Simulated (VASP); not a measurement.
Wanted: the native input for a VASP 6.6.1 run.

```
Task                   : relaxation of cell and atoms
Functional             : PBE
Potentials or basis    : VASP PAW PBE potentials, release 64 (Hf_pv, Si, O)
Cutoff                 : 600 eV
k mesh                 : 6 × 6 × 4
Occupations            : gaussian, width 0.1 eV
Spin                   : no spin polarisation
Dipole correction      : no
Further INCAR settings : ALGO = Normal; EDIFF = 1e-06; IBRION = 2; EDIFFG = -0.04; NSW = 90; ISIF = 3
```

The structure of Hf3Si2O lies in POSCAR:

```
Hf3Si2O
1.0
    4.4576011652      0.0000000000      0.0000000000
   -2.2288005826      3.8603958490      0.0000000000
    0.0000000000      0.0000000000      5.7934883605
Hf Si O
3 2 1
Direct
    0.6666666667      0.3333333333      0.5000000000
    0.0000000000      0.0000000000      0.0000000000
    0.0000000000      0.0000000000      0.5000000000
    0.3333333333      0.6666666667      0.2767734922
    0.3333333333      0.6666666667      0.7232265078
    0.6666666667      0.3333333333      0.0000000000
```

The cell was generated, and may not be a known phase.

The input as run:

INCAR

```
PREC = Accurate
ENCUT = 600
EDIFF = 1E-6
ISMEAR = 0
SIGMA = 0.1
LREAL = False
LASPH = True
NELM = 60
ALGO = Normal
ISIF = 3
LWAVE = False
LCHARG = False
GGA = PE
IBRION = 2
NSW = 90
EDIFFG = -0.04
```

KPOINTS

```
regular mesh
0
Gamma
  6 6 4
```

Potentials or basis: VASP PAW PBE potentials, release 64 (Hf_pv, Si, O).

The run is started by

```console
$ cat potpaw_PBE.64/Hf_pv/POTCAR potpaw_PBE.64/Si/POTCAR potpaw_PBE.64/O/POTCAR > POTCAR
$ mpirun -np 1 vasp_std > vasp.out
```

It gave:

The relaxed volume is 16.56 Å³/atom and the relaxed cell is a = 4.503 Å, b = 4.503 Å, c = 5.659 Å, α = 90.00°, β = 90.00°, γ = 120.00°. The space group after relaxing (to 0.1 Å) is P-6m2 (No. 187). The energy gained by relaxing is 4.8 meV/atom and the ionic steps are 6. The pressure after relaxing is 0.1 GPa. The largest force after relaxing is 0.022 eV/Å. The band gap on the k mesh is zero (bands 22 and 23 overlap by 0.93 eV).

Caveat: spin-orbit coupling is left out, which moves the levels of the heavy elements.

Wall time 8 min on 1 thread of Intel Xeon 8259CL, on a shared host, peak memory 0.29 GiB.
